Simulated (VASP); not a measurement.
Si9O16 (a cell with a defect): single point with r2SCAN

System: Si9O16 (a cell with a defect).

```
Si O
1.0
    -0.25789    5.25627    5.86521
     5.14486   -0.07554    5.86521
     4.90106    5.33180    0.00000
Si O
9 16
Direct
  0.06250 0.06706 0.18898
  0.23229 0.57273 0.27688
  0.20893 0.95035 0.58305
  0.34001 0.21680 0.13594
  0.61917 0.53889 0.60641
  0.72949 0.10734 0.75320
  0.69083 0.41861 0.04466
  0.85853 0.67652 0.66417
  0.38062 0.83884 0.84052
  0.35734 0.69496 0.66844
  0.24229 0.44916 0.14085
  0.66795 0.40483 0.85218
  0.23018 0.16843 0.04559
  0.31558 0.09060 0.38767
  0.95830 0.05131 0.74697
  0.67364 0.31066 0.56837
  0.56323 0.10467 0.00495
  0.84521 0.20593 0.16697
  0.78303 0.91282 0.65733
  0.09715 0.94588 0.43210
  0.76199 0.64388 0.54018
  0.80612 0.56575 0.93784
  0.46351 0.52713 0.27113
  0.10354 0.82584 0.13919
  0.10765 0.55375 0.53347
```

```
Program             : VASP 6.6.1
Task                : single point
Functional          : r2SCAN
Potentials or basis : VASP PAW PBE potentials, release 64 (Si, O)
Cutoff              : 520 eV
k mesh              : 2 × 2 × 2
Occupations         : fermi-dirac, width 0.05 eV
Spin                : no spin polarisation
```

| Property | Result |
| --- | --- |
| Pressure | 7.1 GPa |
| Largest force | 7.568 eV/Å |
| Band gap on the k mesh | 1.62 eV |

Forces on the atoms (eV/Å):
```
Si  -2.616  5.661 -3.136
Si   2.478 -0.054  2.261
Si   3.215 -1.475 -2.882
Si   1.646  2.162 -2.193
Si  -0.041  1.576 -7.402
Si  -2.285  3.192 -2.067
Si   4.614  1.690 -1.220
Si   1.960  3.850  1.368
Si   1.597 -1.332 -0.551
O   -2.628  1.511  0.496
O    1.261 -0.707  0.867
O   -1.338 -2.272 -2.108
O   -0.625 -3.444 -2.351
O   -0.355 -0.225  3.711
O    0.008  1.780  0.555
O    2.538 -3.334  3.011
O   -4.998  1.202  3.620
O    1.509 -3.063 -1.757
O    2.166 -1.006 -0.847
O   -2.241 -1.786  1.569
O   -1.212 -3.060  2.937
O   -1.166 -0.890  4.213
O   -4.084 -0.905  0.236
O    0.221  1.261  2.365
O    0.374 -0.333 -0.697
```

Stress tensor (GPa, compression positive):
```
-1.20 -3.35  0.55
-3.35  6.57  3.59
 0.55  3.59 15.87
```

Levels at points of the mesh, in eV from the valence-band top:
```csv
k point,band 64,band 65,band 66,band 67,band 68,band 69
"(0.00, 0.00, 0.00)",-2.76,-2.51,-0.05,1.62,2.26,2.44
"(0.50, 0.00, 0.00)",-2.74,-2.53,-0.09,1.83,2.18,2.48
"(0.00, 0.50, 0.00)",-2.79,-2.53,-0.10,1.73,2.35,2.64
"(0.50, 0.50, 0.00)",-2.70,-2.51,-0.10,1.73,2.18,2.57
"(0.00, 0.00, 0.50)",-2.93,-2.57,-0.06,1.73,2.23,2.55
"(0.50, 0.00, 0.50)",-2.83,-2.44,-0.07,1.93,2.28,2.46
"(0.00, 0.50, 0.50)",-2.98,-2.59,0.00,1.82,2.27,2.57
"(0.50, 0.50, 0.50)",-2.76,-2.45,-0.09,1.71,2.33,2.67
```

It took 22 min on 1 thread of Intel(R) Xeon(R) Platinum 8259CL CPU @ 2.50GHz (Skylake/Cascade Lake), on a shared host, peak memory 0.54 GiB.

Caveat: the k points lie up to 0.51 Å⁻¹ apart; the atoms stand as in a frame of molecular dynamics; the PAW data sets were made with another functional, which shifts forces and pressure a little.
